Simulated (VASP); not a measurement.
# Zr12C (a cell with a defect) in VASP: single point with PBE+D3(BJ)

Aim: the single point of Zr12C (a cell with a defect) with PBE+D3(BJ).

Program: VASP 6.6.1. These are calculated values, not measurements. Logs are shortened: lines on timing, memory, paths and dates and some standing lists are left out, and cuts for length are marked.

### Step 1. The cell of the first run

The cell holds a defect, 13 atoms: a = 6.460 Å, b = 9.690 Å, c = 5.145 Å, α = 90.00°, β = 90.00°, γ = 120.00°.

### Step 2. Single point, PBE+D3(BJ)

File INCAR:

```
ALGO = Normal
EDIFF = 1E-6
ENCUT = 520
GGA = PE
ISIF = 2
ISMEAR = -1
IVDW = 12
LASPH = T
LCHARG = F
LREAL = F
LWAVE = F
NBANDS = 86
NELM = 80
PREC = Accurate
SIGMA = 0.1
```

File KPOINTS:

```
k-points
0
Gamma
  3 2 3
```

File POSCAR:

```
Zr12C
1.0
    6.4600000000      0.0000000000      0.0000000000
   -4.8450000000      8.3917860000      0.0000000000
    0.0000000000      0.0000000000      5.1453900000
Zr C
12 1
Direct
   -0.0712540029     -0.0313520864      0.0730945565
    0.1981894358      0.2467293613      0.4676807783
   -0.0266081506      0.3282376362     -0.0035177120
    0.1906386028      0.5628122547      0.4967942177
   -0.0523715427      0.6541754044     -0.0687217101
    0.1703919138      0.8918125415      0.5151213028
    0.4684797886      0.0082104096      0.0462744321
    0.6779243707      0.2229084488      0.4941705099
    0.5166181974      0.3400110537     -0.0088234322
    0.6918393896      0.5722977207      0.4223003504
    0.4402994547      0.6661990666      0.0168500347
    0.6571102687      0.8780252499      0.5723570031
    0.3145417137      0.4294199113      0.7565218574
```

Potentials or basis: VASP PAW PBE potentials, release 64 (Zr_sv, C).

The run is started by

```console
> cat potpaw_PBE.64/Zr_sv/POTCAR potpaw_PBE.64/C/POTCAR > POTCAR
> mpirun -np 1 vasp_std > vasp.out
```

OUTCAR:

```text
EDIFF = 1E-6
   ENCUT = 520
   GGA = PE
   ISIF = 2
   ISMEAR = -1
   IVDW = 12
   LASPH = T
   LREAL = F
   NELM = 80
   PREC = Accurate
 IVDW          = 12

 ion  position               nearest neighbor table
   1  0.929  0.969  0.073-  12 2.98  12 2.99   6 3.05  11 3.06   2 3.12   7 3.19   5 3.19   7 3.31
                             3 3.37   6 3.52   9 3.73  10 3.80
   2  0.198  0.247  0.468-  13 2.14   9 3.03   4 3.09   1 3.12   3 3.12  10 3.18   8 3.22   9 3.23
                             8 3.25   3 3.36   6 3.36  12 3.58
   3  0.973  0.328  0.996-  13 2.28   9 3.01   8 3.05   8 3.07   2 3.12  11 3.16   7 3.19   4 3.25
                             4 3.25   5 3.26   2 3.36   1 3.37   9 3.45
   4  0.191  0.563  0.497-  13 2.27  11 2.84  11 3.02  12 3.06   2 3.09   5 3.10  10 3.22   3 3.25
                             3 3.25   6 3.26  10 3.29   8 3.30   5 3.62
   5  0.948  0.654  0.931-  10 2.90   9 2.94   6 2.94  10 2.98   4 3.10  11 3.16   1 3.19   3 3.26
                            11 3.37   7 3.45   6 3.62   4 3.62
   6  0.170  0.892  0.515-   7 2.94   5 2.94   1 3.05  10 3.13   7 3.21  12 3.23   8 3.25   4 3.26
                            12 3.26   2 3.36   1 3.52   5 3.62
   7  0.468  0.008  0.046-   6 2.94   8 2.94   9 3.08   1 3.19   3 3.19   6 3.21  11 3.23  12 3.25
                             1 3.31   8 3.38   5 3.45  12 3.46
   8  0.678  0.223  0.494-   7 2.94   3 3.05   3 3.07   9 3.18   9 3.20   2 3.22   6 3.25   2 3.25
                            12 3.30   4 3.30  10 3.36   7 3.38
   9  0.517  0.340  0.991-  13 2.25   5 2.94  10 2.95   3 3.01   2 3.03   7 3.08   8 3.18   8 3.20
                             2 3.23  11 3.44   3 3.45  10 3.52   1 3.73
  10  0.692  0.572  0.422-  13 2.73   5 2.90   9 2.95   5 2.98  11 3.05   6 3.13  12 3.18   2 3.18
                             4 3.22   4 3.29   8 3.36   9 3.52  11 3.78   1 3.80
  11  0.440  0.666  0.017-  13 2.42   4 2.84  12 2.92   4 3.02  10 3.05   1 3.06   3 3.16   5 3.16
                             7 3.23   5 3.37  12 3.39   9 3.44  10 3.78
  12  0.657  0.878  0.572-  11 2.92   1 2.98   1 2.99   4 3.06  10 3.18   6 3.23   7 3.25   6 3.26
                             8 3.30  11 3.39   7 3.46   2 3.58
  13  0.315  0.429  0.757-   2 2.14   9 2.25   4 2.27   3 2.28  11 2.42  10 2.73

  LATTYP: Found a simple monoclinic cell.
 ALAT       =     6.4600000000
 B/A-ratio  =     0.7965000000
 C/A-ratio  =     1.3228756308
 COS(beta)  =    -0.1889822400

  Lattice vectors:

 A1 = (   6.4600000000,   0.0000000000,   0.0000000000)
 A2 = (   0.0000000000,   0.0000000000,   5.1453900000)
 A3 = (  -1.6150000000,  -8.3917860000,   0.0000000000)

Analysis of symmetry for initial positions (statically):
=====================================================================
[... 166 lines left out ...]
   EFERMI_NEDOS =   21; number of points for ismear=-14 and -15
   IALGO  =     38    algorithm
   IMIX   =      4    mixing-type and parameters
     AMIX     =   0.40;   BMIX     =  1.00
     AMIX_MAG =   1.60;   BMIX_MAG =  1.00
  volume/ion in A,a.u.               =      21.46       144.80
  Fermi-wavevector in a.u.,A,eV,Ry     =   1.325339  2.504528 23.898955  1.756524
  Thomas-Fermi vector in A             =   2.454807
   LORBIT       =      0    0 simple, 1 ext, 2 COOP (PROOUT), +10 PAW based schemes
   GGA     = PE    functional components
   LHFCALC =     F    Hartree Fock is set to
   AEXX    =    0.0000 exact exchange contribution
   IVDW    =    12    specifies the selected vdW correction
   LEPSILON=     F    determine dielectric tensor
   LRPA    =     F    only Hartree local field effects (RPA)
 non-spin polarized calculation
  energy-cutoff  :      520.00
  volume of cell :      278.94
 maximum number of plane-waves:      7545
   NGX = 25   NGY = 37   NGZ = 19

 number of electron     148.0000000 magnetization

 Free energy of the ion-electron system (eV)
  ---------------------------------------------------
  ext. energy  EPLUGINS =         0.00000000
  ---------------------------------------------------
  free energy    TOTEN  =      -111.10373818 eV

  energy without entropy =     -110.60986278  energy(sigma->0) =     -110.85680048

 E-fermi :   9.0123     XC(G=0): -11.2012

 val. band max:        8.9939987609   @ k =   0.3333   0.0000   0.3333
 cond. band min:       9.0138200720   @ k =   0.0000   0.0000   0.0000
 fundamental gap:      0.0198213111
 Fermi energy:         9.0122959377

 k-point     1 :       0.0000    0.0000    0.0000
  band No.  band energies     occupation
      1     -39.6359      2.00000
      2     -39.5551      2.00000
      3     -39.5202      2.00000
      4     -39.5075      2.00000
      5     -39.4593      2.00000
      6     -39.4330      2.00000
[... 879 lines left out ...]
     85      10.2048      0.00001
     86      10.2890      0.00001

------------------------ aborting loop because EDIFF is reached ----------------------------------------

 Edisp (eV)   -6.68281

 E8    (eV) :    -3.3970

  FORCE on cell =-STRESS in cart. coord.  units (eV):
  Direction    XX          YY          ZZ          XY          YZ          ZX
  --------------------------------------------------------------------------------------
  -------------------------------------------------------------------------------------
  Total      -2.15057    -1.64570     3.53150     3.44553    -0.10059     0.99522
  in kB     -12.35260    -9.45271    20.28448    19.79069    -0.57776     5.71643
  external pressure =       -0.51 kB  Pullay stress =        0.00 kB

 VOLUME and BASIS-vectors are now :
 -----------------------------------------------------------------------------
  energy-cutoff  :      520.00
  volume of cell :      278.94
      direct lattice vectors                 reciprocal lattice vectors
     6.460000000  0.000000000  0.000000000     0.154798762  0.089373108  0.000000000
    -4.845000000  8.391786000  0.000000000     0.000000000  0.119164145  0.000000000
     0.000000000  0.000000000  5.145390000     0.000000000  0.000000000  0.194348728

 POSITION                                       TOTAL-FORCE (eV/Angst)
 -----------------------------------------------------------------------------------
      1.30660      8.12869      0.37610         0.484961      0.582161     -0.488175
      0.08490      2.07050      2.40640        -0.069275     -1.446146      0.389052
      4.69780      2.75450      5.12729         1.002850      0.078184     -0.217614
     -1.49530      4.72300      2.55620        -0.768196     -0.202849      0.058285
      2.95220      5.48970      4.79179         0.283811      0.838922      0.331114
     -3.22010      7.48390      2.65050         0.143062      0.262900      0.196387
      2.98660      0.06890      0.23810        -0.000991     -0.601140     -0.533463
      3.29940      1.87060      2.54270         0.042374     -0.045869      0.560544
      1.69000      2.85330      5.09999        -1.377848     -0.322670     -0.649827
      1.69650      4.80260      2.17290        -0.621214     -0.456501      1.552809
     -0.38340      5.59060      0.08670         0.626826     -0.769622     -0.535362
     -0.00910      7.36820      2.94500        -0.082058      1.146475     -0.470446
     -0.04860      3.60360      3.89260         0.335696      0.936156     -0.193303
 -----------------------------------------------------------------------------------
    total drift:                                0.000174     -0.000256     -0.000077

  FREE ENERGIE OF THE ION-ELECTRON SYSTEM (eV)
  ---------------------------------------------------
  free  energy   TOTEN  =      -117.7865517921 eV

  energy  without entropy=     -117.2926764010  energy(sigma->0) =     -117.53961410
```

stdout:

```text
POSCAR found type information on POSCAR ZrC
 POSCAR found :  2 types and      13 ions
 scaLAPACK will be used
 LDA part: xc-table for (Slater+PW92), standard interpolation
 -----------------------------------------------------------------------------
|                                                                             |
|           W    W    AA    RRRRR   N    N  II  N    N   GGGG   !!!           |
|           W    W   A  A   R    R  NN   N  II  NN   N  G    G  !!!           |
|           W    W  A    A  R    R  N N  N  II  N N  N  G       !!!           |
|           W WW W  AAAAAA  RRRRR   N  N N  II  N  N N  G  GGG   !            |
|           WW  WW  A    A  R   R   N   NN  II  N   NN  G    G                |
|           W    W  A    A  R    R  N    N  II  N    N   GGGG   !!!           |
|                                                                             |
|     Your reciprocal lattice and k-lattice belong to different lattice       |
|     classes:                                                                |
|                                                                             |
|        The reciprocal lattice is simple monoclinic,                         |
|        whereas your k-lattice is hexagonal.                                 |
|                                                                             |
|     Results are often still useful ...                                      |
|                                                                             |
 -----------------------------------------------------------------------------

 POSCAR, INCAR and KPOINTS ok, starting setup
 FFT: planning ... GRIDC
 FFT: planning ... GRID_SOFT
 FFT: planning ... GRID
 WAVECAR not read
 entering main loop
```

Run time: 6.2 min. Hardware: 1 thread of Intel Xeon Platinum 8488C (Sapphire Rapids), shared host; peak memory 0.43 GiB.

Results:

```yaml
Free_energy: -117.7866 eV
Pressure: -0.1 GPa
Largest_force: 1.734 eV/Å
Band_gap_on_the_k_mesh: zero (bands 74 and 75 overlap by 0.15 eV)
Dispersion_energy_per_atom: -0.514 eV
```

Forces in eV/Å, atoms in the order of the input:
```
Zr   0.485  0.582 -0.488
Zr  -0.069 -1.446  0.389
Zr   1.003  0.078 -0.218
Zr  -0.768 -0.203  0.058
Zr   0.284  0.839  0.331
Zr   0.143  0.263  0.196
Zr  -0.001 -0.601 -0.533
Zr   0.042 -0.046  0.561
Zr  -1.378 -0.323 -0.650
Zr  -0.621 -0.457  1.553
Zr   0.627 -0.770 -0.535
Zr  -0.082  1.146 -0.470
C    0.336  0.936 -0.193
```

Caveat: the k points lie up to 0.41 Å⁻¹ apart; the atoms stand as in a frame of molecular dynamics.
